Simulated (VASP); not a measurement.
Write the native input for VASP 6.6.1 that does the following.

- Task: single point
- Functional: r2SCAN
- Potentials or basis: VASP PAW PBE potentials, release 64 (Si, O)
- Cutoff: 520 eV
- k mesh: 6 × 6 × 4
- Occupations: gaussian, width 0.02 eV
- Spin: no spin polarisation
- Dipole correction: no
- Further INCAR settings: ALGO = Normal; EDIFF = 1e-07; NBANDS = 44

Crystal: SiO2.

```
Si O
1.0
     4.90685    0.00000    0.00000
     0.00000    4.90685    0.00000
     0.00000    0.00000    6.88352
Si O
4 8
Direct
  0.19202 0.19202 0.00000
  0.30798 0.69202 0.75000
  0.69202 0.30798 0.25000
  0.80798 0.80798 0.50000
  0.62085 0.73607 0.68583
  0.37915 0.26393 0.18583
  0.73607 0.62085 0.31417
  0.23607 0.87915 0.93583
  0.26393 0.37915 0.81417
  0.12085 0.76393 0.56417
  0.87915 0.23607 0.06417
  0.76393 0.12085 0.43583
```

One way to write it, as run:

POSCAR

```
SiO2
1.0
    4.9068520193      0.0000000000      0.0000000000
    0.0000000000      4.9068520193      0.0000000000
    0.0000000000      0.0000000000      6.8835178291
Si O
4 8
Direct
    0.1920171313      0.1920171313      0.0000000000
    0.3079828687      0.6920171313      0.7500000000
    0.6920171313      0.3079828687      0.2500000000
    0.8079828687      0.8079828687      0.5000000000
    0.6208474843      0.7360695898      0.6858310409
    0.3791525157      0.2639304102      0.1858310409
    0.7360695898      0.6208474843      0.3141689591
    0.2360695898      0.8791525157      0.9358310409
    0.2639304102      0.3791525157      0.8141689591
    0.1208474843      0.7639304102      0.5641689591
    0.8791525157      0.2360695898      0.0641689591
    0.7639304102      0.1208474843      0.4358310409
```

INCAR.step1

```
ALGO = Normal ; EDIFF = 1E-4
ENCUT = 520 ; GGA = PE
ISMEAR = 0 ; LASPH = True
LCHARG = False ; LREAL = False
LWAVE = True ; NBANDS = 44
NELM = 80 ; PREC = Accurate
SIGMA = 0.02
```

INCAR.step2

```
ALGO = Normal ; EDIFF = 1E-7
ENCUT = 520 ; ISIF = 2
ISMEAR = 0 ; ISTART = 1
LASPH = True ; LCHARG = True
LELF = True ; LMIXTAU = True
LREAL = False ; LVHAR = True
LWAVE = False ; METAGGA = R2SCAN
NBANDS = 44 ; NELM = 80
PREC = Accurate ; SIGMA = 0.02
```

KPOINTS

```
k-points
0
Gamma
  6 6 4
```

Potentials or basis: VASP PAW PBE potentials, release 64 (Si, O).

The run is started by

```bash
$ cat potpaw_PBE.64/Si/POTCAR potpaw_PBE.64/O/POTCAR > POTCAR
$ cp INCAR.step1 INCAR
$ mpirun -np 1 vasp_std > vasp.out
$ cp INCAR.step2 INCAR
$ mpirun -np 1 vasp_std > vasp.out
```

Results of the run:

The pressure is 0.9 GPa, the largest force is 0.030 eV/Å and the band gap on the k mesh is 6.43 eV.

Caveat: the PAW data sets were made with another functional, which shifts forces and pressure a little.

Wall time 5.3 min on 1 thread of Intel(R) Xeon(R) 6975P-C (Granite Rapids), on a shared host, peak memory 0.36 GiB.
